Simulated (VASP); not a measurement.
Input of a VASP 6.6.1 run:

File POSCAR:

```
AlCu3
1.0
    0.0000000000      2.7209614501      2.7209614501
    2.7209614501      0.0000000000      2.7209614501
    2.7209614501      2.7209614501      0.0000000000
Al Cu
1 3
Direct
    0.0000000000      0.0000000000      0.0000000000
    0.5000000000      0.5000000000      0.5000000000
    0.2500000000      0.2500000000      0.2500000000
    0.7500000000      0.7500000000      0.7500000000
```

File INCAR.step1:

```
PREC = Accurate
ENCUT = 600
ISMEAR = 0
SIGMA = 0.1
LREAL = False
LASPH = True
NELM = 80
GGA = PE
ALGO = Normal
EDIFF = 1E-4
LWAVE = True
LCHARG = False
```

INCAR.step2

```
PREC = Accurate
ENCUT = 600
EDIFF = 1E-6
ISMEAR = 0
SIGMA = 0.1
LREAL = False
LASPH = True
NELM = 80
ALGO = Normal
ISIF = 3
LWAVE = False
LCHARG = False
METAGGA = R2SCAN
LMIXTAU = True
IBRION = 2
NSW = 70
EDIFFG = -0.008
PSTRESS = 400.0
ISTART = 1
```

Contents of KPOINTS:

```
regular mesh
0
Gamma
  14 14 14
```

Potentials or basis: VASP PAW PBE potentials, release 64 (Al, Cu).

Run with:

```bash
$ cat potpaw_PBE.64/Al/POTCAR potpaw_PBE.64/Cu/POTCAR > POTCAR
$ cp INCAR.step1 INCAR
$ mpirun -np 1 vasp_std > vasp.out
$ cp INCAR.step2 INCAR
$ mpirun -np 1 vasp_std > vasp.out
```

Q: What does it give for the band gap on the k mesh?

A: Zero (bands 18 and 19 overlap by 6.55 eV).

Q: Predict the space group after relaxing (to 0.1 Å).

A: Fm-3m (No. 225).

Step by step:
```csv
step,energy change (eV),largest force (eV/Å),pressure (GPa),volume (Å³)
1,0.0000,0.0000,42.04,40.29
2,-0.1841,0.0000,36.27,41.04
3,-0.0691,0.0000,39.92,40.56
```

Caveat: the cell is relaxed towards a set pressure, so the run minimises the enthalpy, not the energy; the PAW data sets were made with another functional, which shifts forces and pressure a little.
